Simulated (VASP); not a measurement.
# ScAl3 (Pm-3m) in VASP: further runs, part 2 of 2

VASP 6.6.1. Earlier steps stand in the parts before.

### Step 3. Relaxation of cell and atoms, PBEsol

This run uses another cell than the first one, of 17.08 Å³/atom, 1.012 times its volume.

Contents of INCAR:

```
  PREC = Accurate
  ENCUT = 600
  EDIFF = 1E-6
  ISMEAR = -1
  SIGMA = 0.05
  LREAL = F
  LASPH = T
  NELM = 60
  ALGO = Normal
  ISIF = 3
  LWAVE = F
  LCHARG = F
  GGA = PS
  IBRION = 2
  NSW = 60
  EDIFFG = -0.01
```

Contents of KPOINTS:

```
Automatic mesh
0
Gamma
  7 7 7
```

Contents of POSCAR:

```
ScAl3
1.0
    4.0878065700      0.0000000000      0.0000000000
    0.0000000000      4.0878065700      0.0000000000
    0.0000000000      0.0000000000      4.0878065700
Sc Al
1 3
Direct
    0.0000000000      0.0000000000      0.0000000000
    0.5000000000      0.5000000000      0.0000000000
    0.0000000000      0.5000000000      0.5000000000
    0.5000000000      0.0000000000      0.5000000000
```

Potentials or basis: VASP PAW PBE potentials, release 64 (Sc_sv, Al).

On the command line:

```bash
cat potpaw_PBE.64/Sc_sv/POTCAR potpaw_PBE.64/Al/POTCAR > POTCAR
mpirun -np 1 vasp_std > vasp.out
```

OUTCAR:

```text
PREC = Accurate
   ENCUT = 600
   EDIFF = 1E-6
   ISMEAR = -1
   LREAL = F
   LASPH = T
   NELM = 60
   ISIF = 3
   GGA = PS
   IBRION = 2
   NSW = 60
   EDIFFG = -0.01

 ion  position               nearest neighbor table
   1  0.000  0.000  0.000-   2 2.89   3 2.89   4 2.89   3 2.89   4 2.89   2 2.89   3 2.89   3 2.89
                             2 2.89   4 2.89   4 2.89   2 2.89
   2  0.500  0.500  0.000-   1 2.89   3 2.89   4 2.89   3 2.89   4 2.89   1 2.89   4 2.89   4 2.89
                             1 2.89   3 2.89   3 2.89   1 2.89
   3  0.000  0.500  0.500-   1 2.89   2 2.89   4 2.89   1 2.89   2 2.89   1 2.89   4 2.89   1 2.89
                             2 2.89   4 2.89   2 2.89   4 2.89
   4  0.500  0.000  0.500-   1 2.89   2 2.89   3 2.89   1 2.89   2 2.89   2 2.89   3 2.89   2 2.89
                             1 2.89   3 2.89   1 2.89   3 2.89

  LATTYP: Found a simple cubic cell.
 ALAT       =     4.0878065700

  Lattice vectors:

 A1 = (   4.0878065700,   0.0000000000,   0.0000000000)
 A2 = (   0.0000000000,   4.0878065700,   0.0000000000)
 A3 = (   0.0000000000,   0.0000000000,   4.0878065700)

Analysis of symmetry for initial positions (statically):
=====================================================================
 Subroutine PRICEL returns:
 Original cell was already a primitive cell.

 Routine SETGRP: Setting up the symmetry group for a
 simple cubic supercell.

 Subroutine GETGRP returns: Found 48 space group operations
 (whereof 48 operations were pure point group operations)
 out of a pool of 48 trial point group operations.

The static configuration has the point symmetry O_h .

Analysis of symmetry for dynamics (positions and initial velocities):
=====================================================================
 Subroutine PRICEL returns:
 Original cell was already a primitive cell.

 Routine SETGRP: Setting up the symmetry group for a
 simple cubic supercell.

 Subroutine GETGRP returns: Found 48 space group operations
 (whereof 48 operations were pure point group operations)
 out of a pool of 48 trial point group operations.

The dynamic configuration has the point symmetry O_h .

 Subroutine INISYM returns: Found 48 space group operations
 (whereof 48 operations are pure point group operations),
 and found     1 'primitive' translations

----------------------------------------------------------------------------------------

                                     Primitive cell

  volume of cell :      68.3079

  direct lattice vectors                    reciprocal lattice vectors
     4.087806570  0.000000000  0.000000000     0.244629970  0.000000000  0.000000000
     0.000000000  4.087806570  0.000000000     0.000000000  0.244629970  0.000000000
     0.000000000  0.000000000  4.087806570     0.000000000  0.000000000  0.244629970

  length of vectors
     4.087806570  4.087806570  4.087806570     0.244629970  0.244629970  0.244629970

  position of ions in fractional coordinates (direct lattice)
     0.000000000  0.000000000  0.000000000
     0.500000000  0.500000000  0.000000000
     0.000000000  0.500000000  0.500000000
     0.500000000  0.000000000  0.500000000

  ion indices of the primitive-cell ions
   primitive index   ion index
                 1           1
                 2           2
                 3           3
                 4           4

----------------------------------------------------------------------------------------

 KPOINTS: Automatic mesh

Automatic generation of k-mesh.
 Grid dimensions read from file:
 generate k-points for:    7    7    7

 Generating k-lattice:

  Cartesian coordinates                     Fractional coordinates (reciprocal lattice)
     0.034947139  0.000000000  0.000000000     0.142857143  0.000000000  0.000000000
     0.000000000  0.034947139  0.000000000     0.000000000  0.142857143  0.000000000
     0.000000000  0.000000000  0.034947139     0.000000000  0.000000000  0.142857143

  Length of vectors
     0.034947139  0.034947139  0.034947139

  Shift w.r.t. Gamma in fractional coordinates (k-lattice)
     0.000000000  0.000000000  0.000000000

 Subroutine IBZKPT returns following result:
 ===========================================

 Found     20 irreducible k-points:

 Following reciprocal coordinates:
            Coordinates               Weight
  0.000000  0.000000  0.000000      1.000000
  0.142857  0.000000  0.000000      6.000000
  0.285714  0.000000  0.000000      6.000000
  0.428571  0.000000  0.000000      6.000000
  0.142857  0.142857  0.000000     12.000000
  0.285714  0.142857  0.000000     24.000000
[... 12 lines left out ...]
  0.428571  0.428571  0.285714     24.000000
  0.428571  0.428571  0.428571      8.000000
   k-points           NKPTS =     20   k-points in BZ     NKDIM =     20   number of bands    NBANDS=     14
   number of dos      NEDOS =    301   number of ions     NIONS =      4
   total plane-waves  NPLWV =  46656
   dimension x,y,z NGX =    36 NGY =   36 NGZ =   36
   dimension x,y,z NGXF=    72 NGYF=   72 NGZF=   72
   ions per type =               1   3
   NGX,Y,Z   is equivalent  to a cutoff of  14.64, 14.64, 14.64 a.u.
   NGXF,Y,Z  is equivalent  to a cutoff of  29.28, 29.28, 29.28 a.u.
 SYSTEM =  unknown system
   PREC   = accura    normal or accurate (medium, high low for compatibility)
   ISTART =      0    job   : 0-new  1-cont  2-samecut
   ICHARG =      2    charge: 1-file 2-atom 10-const
   ISPIN  =      1    spin polarized calculation?
   LNONCOLLINEAR =      F non collinear calculations
   LSORBIT =      F    spin-orbit coupling
   LASPH  =      T    aspherical Exc in radial PAW
   ENCUT  =  600.0 eV  44.10 Ry    6.64 a.u.   8.16  8.16  8.16*2*pi/ulx,y,z
   NELM   =     60;   NELMIN=  2; NELMDL= -5     # of ELM steps
   EDIFF  = 0.1E-05   stopping-criterion for ELM
   LREAL  =      F    real-space projection
   EDIFFG = -.1E-01   stopping-criterion for IOM
   NSW    =     60    number of steps for IOM
   IBRION =      2    ionic relax: 0-MD 1-quasi-New 2-CG
   NFREE  =      1    steps in history (QN), initial steepest desc. (CG)
   ISIF   =      3    stress and relaxation
   ISYM   =      2    0-nonsym 1-usesym 2-fastsym
   POTIM  = 0.5000    time-step for ionic-motion
   TEBEG  =    0.0;   TEEND  =   0.0 temperature during run
   PSTRESS=    0.0 pullay stress
   NELECT =      20.0000    total number of electrons
   NUPDOWN=      -1.0000    fix difference up-down
   EMIN   =  10.00;   EMAX   =-10.00  energy-range for DOS
   EFERMI =   0.00;   METHOD = LEGACY
   ISMEAR =    -1;   SIGMA  =   0.05  broadening in eV -4-tet -1-fermi 0-gaus
   EFERMI_NEDOS =   21; number of points for ismear=-14 and -15
   IALGO  =     38    algorithm
   IMIX   =      4    mixing-type and parameters
     AMIX     =   0.40;   BMIX     =  1.00
     AMIX_MAG =   1.60;   BMIX_MAG =  1.00
  volume/ion in A,a.u.               =      17.08       115.24
  Fermi-wavevector in a.u.,A,eV,Ry     =   1.087079  2.054282 16.078563  1.181741
  Thomas-Fermi vector in A             =   2.223230
   LORBIT       =      0    0 simple, 1 ext, 2 COOP (PROOUT), +10 PAW based schemes
   GGA     = PS    functional components
   LHFCALC =     F    Hartree Fock is set to
   AEXX    =    0.0000 exact exchange contribution
   IVDW    =     0    specifies the selected vdW correction
   LEPSILON=     F    determine dielectric tensor
   LRPA    =     F    only Hartree local field effects (RPA)
 conjugate gradient relaxation of ions
 non-spin polarized calculation
  energy-cutoff  :      600.00
  volume of cell :       68.31
 maximum number of plane-waves:      2301
 NGX is ok and might be reduce to    36
   NGX = 17   NGY = 17   NGZ = 17

--------------------------------------- Ionic step        1  -------------------------------------------

 number of electron      20.0000002 magnetization

 Free energy of the ion-electron system (eV)
  ---------------------------------------------------
  ext. energy  EPLUGINS =         0.00000000
  ---------------------------------------------------
  free energy    TOTEN  =       -20.76973281 eV

  energy without entropy =      -20.75675638  energy(sigma->0) =      -20.76324459

------------------------ aborting loop because EDIFF is reached ----------------------------------------

  FORCE on cell =-STRESS in cart. coord.  units (eV):
  Direction    XX          YY          ZZ          XY          YZ          ZX
  --------------------------------------------------------------------------------------
  -------------------------------------------------------------------------------------
  Total       -0.4199405     -0.4199405     -0.4199405      0.0000000     -0.0000000      0.0000000
  in kB       -9.8497976     -9.8497976     -9.8497976      0.0000000     -0.0000000      0.0000000
  external PRESSURE =      -9.8497976 kB  Pullay stress =       0.0000000 kB
[... 61 lines left out ...]
  energy  without entropy=      -20.7587263751  energy(sigma->0) =      -20.76517914

--------------------------------------- Ionic step        3  -------------------------------------------

 number of electron      20.0000003 magnetization

 Free energy of the ion-electron system (eV)
  ---------------------------------------------------
  ext. energy  EPLUGINS =         0.00000000
  ---------------------------------------------------
  free energy    TOTEN  =       -20.77200946 eV

  energy without entropy =      -20.75908704  energy(sigma->0) =      -20.76554825

 E-fermi :   7.1999     XC(G=0): -10.5414

 val. band max:        7.1323596396   @ k =   0.4286   0.4286   0.1429
 cond. band min:       7.2047109456   @ k =   0.2857   0.0000   0.0000
 fundamental gap:      0.0723513059
 Fermi energy:         7.1999133656

 k-point     1 :       0.0000    0.0000    0.0000
  band No.  band energies     occupation
      1     -41.4246      2.00000
      2     -20.2274      2.00000
      3     -20.2274      2.00000
      4     -20.2274      2.00000
      5      -2.7767      2.00000
      6       4.6563      2.00000
      7       4.6563      2.00000
      8       5.4948      2.00000
      9       5.4948      2.00000
     10       5.4948      2.00000
     11       8.5260      0.00000
     12       8.5925      0.00000
     13       8.5925      0.00000
     14       8.5925      0.00000
[... 352 lines left out ...]
  FREE ENERGIE OF THE ION-ELECTRON SYSTEM (eV)
  ---------------------------------------------------
  free  energy   TOTEN  =       -20.7720094597 eV

  energy  without entropy=      -20.7590870421  energy(sigma->0) =      -20.76554825

 reached required accuracy - stopping structural energy minimisation
```

OSZICAR:

```text
N       E                     dE             d eps       ncg     rms          rms(c)
DAV:   1     0.127388244704E+03    0.12739E+03   -0.91166E+03   560   0.145E+03
DAV:   2    -0.135899367562E+02   -0.14098E+03   -0.13836E+03   560   0.382E+02
DAV:   3    -0.217015976601E+02   -0.81117E+01   -0.78220E+01   890   0.775E+01
[... 21 lines left out ...]
DAV:   2    -0.207722487951E+02    0.22419E-02   -0.16420E-02   864   0.174E+00    0.746E-02
DAV:   3    -0.207720664955E+02    0.18230E-03   -0.65645E-04   888   0.216E-01    0.471E-02
DAV:   4    -0.207720121857E+02    0.54310E-04   -0.14099E-04   744   0.130E-01    0.188E-02
DAV:   5    -0.207720097769E+02    0.24088E-05   -0.78774E-06   744   0.301E-02    0.372E-03
DAV:   6    -0.207720094597E+02    0.31717E-06   -0.74851E-07   340   0.886E-03
   3 F= -.20772009E+02 E0= -.20765548E+02  d E =-.227665E-02
```

CONTCAR:

```text
ScAl3
   1.00000000000000
     4.0730784432616787   -0.0000000000000000    0.0000000000000000
     0.0000000000000000    4.0730784432616787   -0.0000000000000000
    -0.0000000000000000   -0.0000000000000000    4.0730784432616787
  Sc              Al
     1     3
Direct
     0.0000000000000000    0.0000000000000000    0.0000000000000000
     0.5000000000000000    0.5000000000000000    0.0000000000000000
     0.0000000000000000    0.5000000000000000    0.5000000000000000
     0.5000000000000000    0.0000000000000000    0.5000000000000000

  0.00000000E+00  0.00000000E+00  0.00000000E+00
  0.00000000E+00  0.00000000E+00  0.00000000E+00
  0.00000000E+00  0.00000000E+00  0.00000000E+00
  0.00000000E+00  0.00000000E+00  0.00000000E+00
```

Wall time 52 s (1 thread of Intel Xeon 6975P-C, shared host); peak memory 0.22 GiB.

What came out:

| Quantity | Value |
| --- | --- |
| Free energy | -20.7720 eV |
| Relaxed volume | 16.89 Å³/atom |
| Relaxed cell | a = 4.073 Å, b = 4.073 Å, c = 4.073 Å, α = 90.00°, β = 90.00°, γ = 90.00° |
| Space group after relaxing (to 0.05 Å) | Pm-3m (No. 221) |
| Energy gained by relaxing | 0.6 meV/atom |
| Ionic steps | 3 |
| Pressure after relaxing | 0.0 GPa |
| Band gap on the k mesh | zero (band 10 reaches 8.30 eV, above the bottom of band 11 at 4.62 eV) |

The path:
```tsv
step	energy change (eV)	largest force (eV/Å)	pressure (GPa)	volume (Å³)
1	0.0000	0.0000	-0.98	68.31
2	-0.0019	0.0000	0.41	67.28
3	-0.0023	0.0000	0.00	67.57
```

Final structure:
```
CELL_PARAMETERS angstrom
4.07308 0.00000 0.00000
0.00000 4.07308 0.00000
0.00000 0.00000 4.07308
ATOMIC_POSITIONS crystal
Sc 0.00000 0.00000 0.00000
Al 0.50000 0.50000 0.00000
Al 0.00000 0.50000 0.50000
Al 0.50000 0.00000 0.50000
```

Caveat: the PAW data sets were made with another functional, which shifts forces and pressure a little.

### Step 4. Relaxation of cell and atoms, PBEsol, target pressure 2 GPa, at which the enthalpy is minimised

This run uses another cell than the first one, of 17.08 Å³/atom, 1.012 times its volume.

Contents of INCAR:

```
SYSTEM = ScAl3
ALGO = Normal ; EDIFF = 1E-7
EDIFFG = -0.01 ; ENCUT = 600
GGA = PS ; IBRION = 2
ISIF = 3 ; ISMEAR = -1
LASPH = .True. ; LCHARG = .False.
LREAL = .False. ; LWAVE = .False.
NELM = 80 ; NSW = 60
PREC = Accurate ; PSTRESS = 20.0
SIGMA = 0.05
```

Contents of KPOINTS:

```
k-points
0
Gamma
  7 7 7
  0 0 0
```

POSCAR is that of step 3.

On the command line:

```bash
cat potpaw_PBE.64/Sc_sv/POTCAR potpaw_PBE.64/Al/POTCAR > POTCAR
mpirun -np 1 vasp_std > vasp.out
```

Wall time 65 s (1 thread of Intel Xeon 6975P-C, shared host); peak memory 0.22 GiB.

The run converged. Its results:

| Quantity | Value |
| --- | --- |
| Free energy | -20.7635 eV |
| Relaxed volume | 16.55 Å³/atom |
| Relaxed cell | a = 4.045 Å, b = 4.045 Å, c = 4.045 Å, α = 90.00°, β = 90.00°, γ = 90.00° |
| Space group after relaxing (to 0.05 Å) | Pm-3m (No. 221) |
| Energy change on relaxing (the enthalpy is what falls) | +1.6 meV/atom |
| Ionic steps | 3 |
| Pressure after relaxing | 2.0 GPa |
| Band gap on the k mesh | zero (band 10 reaches 8.49 eV, above the bottom of band 11 at 4.78 eV) |

The path:
| step | energy change (eV) | largest force (eV/Å) | pressure (GPa) | volume (Å³) |
| --- | --- | --- | --- | --- |
| 1 | 0.0000 | 0.0000 | -0.98 | 68.31 |
| 2 | 0.0228 | 0.0000 | 3.53 | 65.22 |
| 3 | 0.0062 | 0.0000 | 1.99 | 66.18 |

Final structure:
```
Sc Al
1.0
     4.04500    0.00000    0.00000
     0.00000    4.04500    0.00000
     0.00000    0.00000    4.04500
Sc Al
1 3
Direct
  0.00000 0.00000 0.00000
  0.50000 0.50000 0.00000
  0.00000 0.50000 0.50000
  0.50000 0.00000 0.50000
```

Levels at points of the mesh, in eV from the Fermi level:
```csv
k point,band 8,band 9,band 10,band 11,band 12,band 13
"(0.00, 0.00, 0.00)",-1.71,-1.71,-1.71,1.33,1.41,1.41
```

Caveat: the cell is relaxed towards a set pressure, so the enthalpy falls and the energy may rise; the PAW data sets were made with another functional, which shifts forces and pressure a little.

### Step 5. Relaxation of cell and atoms, PBEsol, target pressure 10 GPa, at which the enthalpy is minimised

This run uses another cell than the first one, of 17.08 Å³/atom, 1.012 times its volume.

Contents of INCAR:

```
SYSTEM = ScAl3
PREC = Accurate ; ENCUT = 600
EDIFF = 1E-7 ; ISMEAR = -1
SIGMA = 0.05 ; LREAL = .False.
LASPH = .True. ; NELM = 60
ALGO = Normal ; ISIF = 3
LWAVE = .False. ; LCHARG = .False.
GGA = PS ; IBRION = 2
NSW = 60 ; EDIFFG = -0.01
PSTRESS = 100.0
```

Contents of KPOINTS:

```
regular mesh
0
Gamma
  7 7 7
  0 0 0
```

POSCAR is that of step 4.

On the command line:

```bash
cat potpaw_PBE.64/Sc_sv/POTCAR potpaw_PBE.64/Al/POTCAR > POTCAR
mpirun -np 1 vasp_std > vasp.out
```

Wall time 76 s (1 thread of Intel Xeon 6975P-C, shared host); peak memory 0.22 GiB.

The run converged. Its results:

| Property | Result |
| --- | --- |
| Free energy | -20.6061 eV |
| Relaxed volume | 15.45 Å³/atom |
| Relaxed cell | a = 3.953 Å, b = 3.953 Å, c = 3.953 Å, α = 90.00°, β = 90.00°, γ = 90.00° |
| Space group after relaxing (to 0.05 Å) | Pm-3m (No. 221) |
| Energy change on relaxing (the enthalpy is what falls) | +40.9 meV/atom |
| Ionic steps | 3 |
| Pressure after relaxing | 9.9 GPa |
| Band gap on the k mesh | zero (band 10 reaches 9.15 eV, above the bottom of band 11 at 5.36 eV) |

Step by step:
```csv
step,energy change (eV),largest force (eV/Å),pressure (GPa),volume (Å³)
1,0.0000,0.0000,-0.98,68.31
2,0.5792,0.0000,20.93,57.38
3,0.1636,0.0000,9.91,61.79
```

Final structure:
```xyz
4
Lattice="3.9534 0.0000 0.0000 0.0000 3.9534 0.0000 0.0000 0.0000 3.9534" Properties=species:S:1:pos:R:3 pbc="T T T"
Sc    0.0000    0.0000    0.0000
Al    1.9767    1.9767    0.0000
Al    0.0000    1.9767    1.9767
Al    1.9767    0.0000    1.9767
```

Levels at points of the mesh, in eV from the Fermi level:
```
           k point  band 8  band 9  band 10  band 11  band 12  band 13
(0.00, 0.00, 0.00)   -1.71   -1.71    -1.71     1.34     1.46     1.46
```

Caveat: the cell is relaxed towards a set pressure, so the enthalpy falls and the energy may rise; the PAW data sets were made with another functional, which shifts forces and pressure a little.

### Step 6. Overview

| task | cell | cutoff (eV) | gap on the mesh (eV) | pressure (GPa) |
| --- | --- | --- | --- | --- |
| single point | a = 4.071 Å, 4 atoms | 520 | none | 0.1 |
| relaxation of cell and atoms | relaxed from a = 4.088 Å, 4 atoms | 600 | none | 0.0 |
| relaxation of cell and atoms | relaxed to 2 GPa from a = 4.088 Å, 4 atoms | 600 | none | 2.0 |
| relaxation of cell and atoms | relaxed to 10 GPa from a = 4.088 Å, 4 atoms | 600 | none | 9.9 |

Alike in all rows: level PBEsol; potentials or basis VASP PAW PBE potentials, release 64 (Sc_sv, Al); no spin polarisation; k mesh 7 × 7 × 7; smearing fermi-dirac 0.05 eV.

Caveats: the PAW data sets were made with another functional, which shifts forces and pressure a little; the cell is relaxed towards a set pressure, so the enthalpy falls and the energy may rise (some runs).

Total energies depend on the potentials used, so only differences within one code and one set of settings carry meaning.
